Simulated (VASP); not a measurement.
# Sr: single point with LDA

Sr:

```xyz
1
Lattice="4.0517 0.0000 0.0000 -2.0258 3.5089 0.0000 0.0000 0.0000 5.5894" Properties=species:S:1:pos:R:3 pbc="T T T"
Sr    0.0000    0.0000    0.0000
```

```
Program                : VASP 6.6.1
Task                   : single point
Functional             : LDA
Potentials or basis    : VASP PAW LDA potentials, release 64 (Sr_sv)
Cutoff                 : 500 eV
k mesh                 : 7 × 7 × 4
Occupations            : fermi-dirac, width 0.1 eV
Spin                   : no spin polarisation
Dipole correction      : no
Further INCAR settings : ALGO = Normal; EDIFF = 1e-06; NBANDS = 11
```

* Pressure: -0.6 GPa
* Band gap on the k mesh: zero (band 5 reaches 0.81 eV, above the bottom of band 6 at -0.36 eV)

Stress tensor (GPa, compression positive):
```
-0.07  0.00  0.00
 0.00 -0.07  0.00
 0.00  0.00 -1.77
```

Levels at points of the mesh, in eV from the Fermi level:
```
           k point  band 2  band 3  band 4  band 5  band 6  band 7  band 8  band 9
(0.00, 0.00, 0.00)  -18.96  -18.72  -18.72   -3.07    0.41    2.29    2.29    2.34
(0.00, 0.00, 0.50)  -18.97  -18.72  -18.72   -2.53   -0.59    2.32    2.32    2.36
```

It took 24 s on 1 thread of Intel Xeon 8259CL, with other jobs on the host, peak memory 0.16 GiB.
